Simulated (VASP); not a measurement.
# InSb (F-43m) in VASP: further runs

Runs on InSb. Level: LDA. Tasks: relaxation of cell and atoms.

Program: VASP 6.6.1. These are calculated values, not measurements. Logs are shortened: lines on timing, memory, paths and dates and some standing lists are left out, and cuts for length are marked.

### Step 1. The cell of the first run

It takes space group F-43m (No. 216, cubic). Conventional cell: a = 6.450 Å, b = 6.450 Å, c = 6.450 Å, α = 90.00°, β = 90.00°, γ = 90.00°. Within 3.7 Å of In (site symmetry -43m) lie 4 Sb at 2.79 Å. Within 3.7 Å of Sb (site symmetry -43m) lie 4 In at 2.79 Å.

### Step 2. Relaxation of cell and atoms, LDA

INCAR reads:

```
PREC = Accurate ; ENCUT = 600
EDIFF = 1E-6 ; ISMEAR = 0
SIGMA = 0.1 ; LREAL = False
LASPH = True ; NELM = 100
ALGO = Normal ; ISIF = 3
LWAVE = False ; LCHARG = False
GGA = CA ; IBRION = 2
NSW = 100 ; EDIFFG = -0.002
```

KPOINTS reads:

```
Automatic mesh
0
Gamma
  12 12 12
```

POSCAR reads:

```
InSb
1.0
    0.0000000000      3.2249616414      3.2249616414
    3.2249616414      0.0000000000      3.2249616414
    3.2249616414      3.2249616414      0.0000000000
In Sb
1 1
Direct
    0.0000000000      0.0000000000      0.0000000000
    0.7500000000      0.7500000000      0.7500000000
```

Potentials or basis: VASP PAW LDA potentials, release 64 (In_d, Sb).

Started as:

```
$ cat potpaw_LDA.64/In_d/POTCAR potpaw_LDA.64/Sb/POTCAR > POTCAR
$ mpirun -np 1 vasp_std > vasp.out
```

OUTCAR:

```text
PREC = Accurate
   ENCUT = 600
   EDIFF = 1E-6
   ISMEAR = 0
   LREAL = False
   LASPH = True
   NELM = 100
   ISIF = 3
   GGA = CA
   IBRION = 2
   NSW = 100
   EDIFFG = -0.002

 ion  position               nearest neighbor table
   1  0.000  0.000  0.000-   2 2.79   2 2.79   2 2.79   2 2.79
   2  0.750  0.750  0.750-   1 2.79   1 2.79   1 2.79   1 2.79

  LATTYP: Found a face centered cubic cell.
 ALAT       =     6.4499232828

  Lattice vectors:

 A1 = (   0.0000000000,   3.2249616414,   3.2249616414)
 A2 = (   3.2249616414,   0.0000000000,   3.2249616414)
 A3 = (   3.2249616414,   3.2249616414,   0.0000000000)

Analysis of symmetry for initial positions (statically):
=====================================================================
 Subroutine PRICEL returns:
 Original cell was already a primitive cell.

 Routine SETGRP: Setting up the symmetry group for a
 face centered cubic supercell.

 Subroutine GETGRP returns: Found 24 space group operations
 (whereof 24 operations were pure point group operations)
 out of a pool of 48 trial point group operations.

The static configuration has the point symmetry T_d .

Analysis of symmetry for dynamics (positions and initial velocities):
=====================================================================
 Subroutine PRICEL returns:
 Original cell was already a primitive cell.

 Routine SETGRP: Setting up the symmetry group for a
 face centered cubic supercell.

 Subroutine GETGRP returns: Found 24 space group operations
 (whereof 24 operations were pure point group operations)
 out of a pool of 48 trial point group operations.

The dynamic configuration has the point symmetry T_d .

 Subroutine INISYM returns: Found 24 space group operations
 (whereof 24 operations are pure point group operations),
 and found     1 'primitive' translations

----------------------------------------------------------------------------------------

                                     Primitive cell

  volume of cell :      67.0816

  direct lattice vectors                    reciprocal lattice vectors
     0.000000000  3.224961641  3.224961641    -0.155040604  0.155040604  0.155040604
     3.224961641  0.000000000  3.224961641     0.155040604 -0.155040604  0.155040604
     3.224961641  3.224961641  0.000000000     0.155040604  0.155040604 -0.155040604

  length of vectors
     4.560784491  4.560784491  4.560784491     0.268538203  0.268538203  0.268538203

  position of ions in fractional coordinates (direct lattice)
     0.000000000  0.000000000  0.000000000
     0.750000000  0.750000000  0.750000000

  ion indices of the primitive-cell ions
   primitive index   ion index
                 1           1
                 2           2

----------------------------------------------------------------------------------------

 KPOINTS: Automatic mesh

Automatic generation of k-mesh.
 Grid dimensions read from file:
 generate k-points for:   12   12   12

 Generating k-lattice:

  Cartesian coordinates                     Fractional coordinates (reciprocal lattice)
    -0.012920050  0.012920050  0.012920050     0.083333333  0.000000000  0.000000000
     0.012920050 -0.012920050  0.012920050     0.000000000  0.083333333  0.000000000
     0.012920050  0.012920050 -0.012920050     0.000000000  0.000000000  0.083333333

  Length of vectors
     0.022378184  0.022378184  0.022378184

  Shift w.r.t. Gamma in fractional coordinates (k-lattice)
     0.000000000  0.000000000  0.000000000

 Subroutine IBZKPT returns following result:
 ===========================================

 Found     72 irreducible k-points:

 Following reciprocal coordinates:
            Coordinates               Weight
  0.000000  0.000000  0.000000      1.000000
  0.083333  0.000000  0.000000      8.000000
  0.166667  0.000000  0.000000      8.000000
  0.250000  0.000000  0.000000      8.000000
  0.333333  0.000000  0.000000      8.000000
  0.416667  0.000000  0.000000      8.000000
[... 16 lines left out ...]
  0.500000  0.166667  0.000000     24.000000
 -0.416667  0.166667  0.000000     24.000000
 [... further k-points ...]
   k-points           NKPTS =     72   k-points in BZ     NKDIM =     72   number of bands    NBANDS=     13
   number of dos      NEDOS =    301   number of ions     NIONS =      2
   total plane-waves  NPLWV =  46656
   dimension x,y,z NGX =    36 NGY =   36 NGZ =   36
   dimension x,y,z NGXF=    72 NGYF=   72 NGZF=   72
   ions per type =               1   1
   NGX,Y,Z   is equivalent  to a cutoff of  13.12, 13.12, 13.12 a.u.
   NGXF,Y,Z  is equivalent  to a cutoff of  26.24, 26.24, 26.24 a.u.
 SYSTEM =  unknown system
   PREC   = accura    normal or accurate (medium, high low for compatibility)
   ISTART =      0    job   : 0-new  1-cont  2-samecut
   ICHARG =      2    charge: 1-file 2-atom 10-const
   ISPIN  =      1    spin polarized calculation?
   LNONCOLLINEAR =      F non collinear calculations
   LSORBIT =      F    spin-orbit coupling
   LASPH  =      T    aspherical Exc in radial PAW
   ENCUT  =  600.0 eV  44.10 Ry    6.64 a.u.   9.11  9.11  9.11*2*pi/ulx,y,z
   NELM   =    100;   NELMIN=  2; NELMDL= -5     # of ELM steps
   EDIFF  = 0.1E-05   stopping-criterion for ELM
   LREAL  =      F    real-space projection
   EDIFFG = -.2E-02   stopping-criterion for IOM
   NSW    =    100    number of steps for IOM
   IBRION =      2    ionic relax: 0-MD 1-quasi-New 2-CG
   NFREE  =      1    steps in history (QN), initial steepest desc. (CG)
   ISIF   =      3    stress and relaxation
   ISYM   =      2    0-nonsym 1-usesym 2-fastsym
   POTIM  = 0.5000    time-step for ionic-motion
   TEBEG  =    0.0;   TEEND  =   0.0 temperature during run
   PSTRESS=    0.0 pullay stress
   NELECT =      18.0000    total number of electrons
   NUPDOWN=      -1.0000    fix difference up-down
   EMIN   =  10.00;   EMAX   =-10.00  energy-range for DOS
   EFERMI =   0.00;   METHOD = LEGACY
   ISMEAR =     0;   SIGMA  =   0.10  broadening in eV -4-tet -1-fermi 0-gaus
   EFERMI_NEDOS =   21; number of points for ismear=-14 and -15
   IALGO  =     38    algorithm
   IMIX   =      4    mixing-type and parameters
     AMIX     =   0.40;   BMIX     =  1.00
     AMIX_MAG =   1.60;   BMIX_MAG =  1.00
  volume/ion in A,a.u.               =      33.54       226.34
  Fermi-wavevector in a.u.,A,eV,Ry     =   1.055920  1.995400 15.170054  1.114968
  Thomas-Fermi vector in A             =   2.191137
   LORBIT       =      0    0 simple, 1 ext, 2 COOP (PROOUT), +10 PAW based schemes
   GGA     = CA    functional components
   LHFCALC =     F    Hartree Fock is set to
   AEXX    =    0.0000 exact exchange contribution
   IVDW    =     0    specifies the selected vdW correction
   LEPSILON=     F    determine dielectric tensor
   LRPA    =     F    only Hartree local field effects (RPA)
 conjugate gradient relaxation of ions
 non-spin polarized calculation
 Gauss-broadening in eV      SIGMA  =   0.10
  energy-cutoff  :      600.00
  volume of cell :       67.08
 maximum number of plane-waves:      2253
   NGX = 19   NGY = 19   NGZ = 19

--------------------------------------- Ionic step        1  -------------------------------------------

 number of electron      17.9999996 magnetization

 Free energy of the ion-electron system (eV)
  ---------------------------------------------------
  ext. energy  EPLUGINS =         0.00000000
  ---------------------------------------------------
  free energy    TOTEN  =        -8.21675080 eV

  energy without entropy =       -8.21660814  energy(sigma->0) =       -8.21667947

------------------------ aborting loop because EDIFF is reached ----------------------------------------

  FORCE on cell =-STRESS in cart. coord.  units (eV):
  Direction    XX          YY          ZZ          XY          YZ          ZX
  --------------------------------------------------------------------------------------
  -------------------------------------------------------------------------------------
  Total        0.0412332      0.0412332      0.0412332      0.0000000      0.0000000      0.0000000
  in kB        0.9848125      0.9848125      0.9848125      0.0000000      0.0000000      0.0000000
  external PRESSURE =       0.9848125 kB  Pullay stress =       0.0000000 kB
[... 57 lines left out ...]
  energy  without entropy=       -8.2166506272  energy(sigma->0) =       -8.21672217

--------------------------------------- Ionic step        3  -------------------------------------------

 number of electron      17.9999995 magnetization

 Free energy of the ion-electron system (eV)
  ---------------------------------------------------
  ext. energy  EPLUGINS =         0.00000000
  ---------------------------------------------------
  free energy    TOTEN  =        -8.21679969 eV

  energy without entropy =       -8.21665671  energy(sigma->0) =       -8.21672820

 E-fermi :   5.0631     XC(G=0):  -9.0396

 val. band max:        5.0097211308   @ k =   0.0000   0.0000   0.0000
 cond. band min:       5.4502106155   @ k =   0.5000   0.0000   0.0000
 fundamental gap:      0.4404894848
 Fermi energy:         5.0630972344

 k-point     1 :       0.0000    0.0000    0.0000
  band No.  band energies     occupation
      1      -9.5715      2.00000
      2      -9.5715      2.00000
      3      -9.5715      2.00000
      4      -9.4810      2.00000
      5      -9.4810      2.00000
      6      -5.8351      2.00000
      7       4.7078      2.00000
      8       5.0097      1.54966
      9       5.0097      1.54966
     10       5.0097      1.54966
     11       7.9181      0.00000
     12       7.9181      0.00000
     13       7.9181      0.00000
[... 353 lines left out ...]
 k-point    24 :      -0.4167    0.1667    0.0000
  band No.  band energies     occupation
      1      -9.6295      2.00000
      2      -9.5473      2.00000
      3      -9.5453      2.00000
      4      -9.4829      2.00000
      5      -9.4801      2.00000
      6      -4.2791      2.00000
      7      -0.6453      2.00000
      8       2.5817      2.00000
      9       3.7033      2.00000
     10       6.6684      0.00000
     11       8.6425      0.00000
     12       9.4768      0.00000
     13      11.3177      0.00000

 [... further k-points ...]

------------------------ aborting loop because EDIFF is reached ----------------------------------------

  FORCE on cell =-STRESS in cart. coord.  units (eV):
  Direction    XX          YY          ZZ          XY          YZ          ZX
  --------------------------------------------------------------------------------------
  -------------------------------------------------------------------------------------
  Total       -0.0017611     -0.0017611     -0.0017611     -0.0000000     -0.0000000      0.0000000
  in kB       -0.0419686     -0.0419686     -0.0419686     -0.0000000     -0.0000000      0.0000000
  external PRESSURE =      -0.0419686 kB  Pullay stress =       0.0000000 kB
[... 17 lines left out ...]
  FREE ENERGIE OF THE ION-ELECTRON SYSTEM (eV)
  ---------------------------------------------------
  free  energy   TOTEN  =        -8.2167996903 eV

  energy  without entropy=       -8.2166567105  energy(sigma->0) =       -8.21672820

 reached required accuracy - stopping structural energy minimisation
```

It took 46 s on 1 thread of Intel Xeon Platinum 8559C (Emerald Rapids), shared host; peak memory 0.24 GiB.

Results:

| Item | Value |
| --- | --- |
| Free energy | -8.2168 eV |
| Relaxed volume | 33.62 Å³/atom |
| Relaxed cell | a = 4.564 Å, b = 4.564 Å, c = 4.564 Å, α = 60.00°, β = 60.00°, γ = 60.00° |
| Space group after relaxing (to 0.1 Å) | F-43m (No. 216) |
| Energy gained by relaxing | 0.0 meV/atom |
| Ionic steps | 3 |
| Pressure after relaxing | 0.0 GPa |
| Band gap on the k mesh | zero (filled and empty bands touch) |

Final structure:
```
CELL_PARAMETERS angstrom
0.00000 3.22738 3.22738
3.22738 0.00000 3.22738
3.22738 3.22738 0.00000
ATOMIC_POSITIONS crystal
In 0.00000 0.00000 0.00000
Sb 0.75000 0.75000 0.75000
```

Caveat: semilocal functionals underestimate gaps, so a narrow gap can read as zero; spin-orbit coupling is left out, which moves the levels of the heavy elements.

### Step 3. Relaxation of cell and atoms, LDA

This run uses another cell than the first one, of 36.48 Å³/atom.

INCAR reads:

```
SYSTEM = InSb
PREC = Accurate
ENCUT = 600
EDIFF = 1E-7
ISMEAR = 0
SIGMA = 0.1
LREAL = .FALSE.
LASPH = .TRUE.
NELM = 60
ALGO = Normal
ISIF = 3
LWAVE = .FALSE.
LCHARG = .FALSE.
GGA = CA
IBRION = 2
NSW = 100
EDIFFG = -0.002
```

KPOINTS reads:

```
Automatic mesh
0
G
  12 12 12
  0 0 0
```

POSCAR reads:

```
InSb
1.0
    0.0000000000      3.3166107100      3.3166107100
    3.3166107100      0.0000000000      3.3166107100
    3.3166107100      3.3166107100      0.0000000000
In Sb
1 1
Direct
    0.0000000000      0.0000000000      0.0000000000
    0.7500000000      0.7500000000      0.7500000000
```

Potentials or basis: VASP PAW LDA potentials, release 64 (In_d, Sb).

Started as:

```
$ cat potpaw_LDA.64/In_d/POTCAR potpaw_LDA.64/Sb/POTCAR > POTCAR
$ mpirun -np 1 vasp_std > vasp.out
```

It took 86 s on 1 thread of Intel Xeon Platinum 8559C (Emerald Rapids), shared host; peak memory 0.26 GiB.

It converged, with:

```yaml
Free_energy: -8.2170 eV
Relaxed_volume: 33.62 Å³/atom
Relaxed_cell: a = 4.564 Å, b = 4.564 Å, c = 4.564 Å, α = 60.00°, β = 60.00°, γ = 60.00°
Space_group_after_relaxing_to_0.1_Å: F-43m (No. 216)
Energy_gained_by_relaxing: 30.2 meV/atom
Ionic_steps: 3
Pressure_after_relaxing: 0.0 GPa
Band_gap_on_the_k_mesh: zero (filled and empty bands touch)
```

The path:
```tsv
step	energy change (eV)	largest force (eV/Å)	pressure (GPa)	volume (Å³)
1	0.0000	0.0000	-3.13	72.96
2	-0.0550	0.0000	1.16	65.69
3	-0.0605	0.0000	-0.01	67.24
```

Final structure:
```yaml
crystal:
  lattice:
    - [0.00000, 3.22752, 3.22752]
    - [3.22752, 0.00000, 3.22752]
    - [3.22752, 3.22752, 0.00000]
  atoms:
    - { symbol: In, position: [0.00000, 0.00000, 0.00000] }
    - { symbol: Sb, position: [0.75000, 0.75000, 0.75000] }
```

Levels at points of the mesh, in eV from the Fermi level:
```tsv
k point	band 6	band 7	band 8	band 9	band 10	band 11	band 12	band 13
(0.00, 0.00, 0.00)	-10.90	-0.36	-0.05	-0.05	-0.05	2.86	2.86	2.86
(0.50, 0.00, 0.00)	-9.50	-5.78	-1.08	-1.08	0.39	3.71	3.71	5.88
(0.50, 0.50, 0.00)	-8.87	-6.08	-2.37	-2.37	1.18	1.19	8.05	8.05
```

Caveat: semilocal functionals underestimate gaps, so a narrow gap can read as zero; spin-orbit coupling is left out, which moves the levels of the heavy elements.
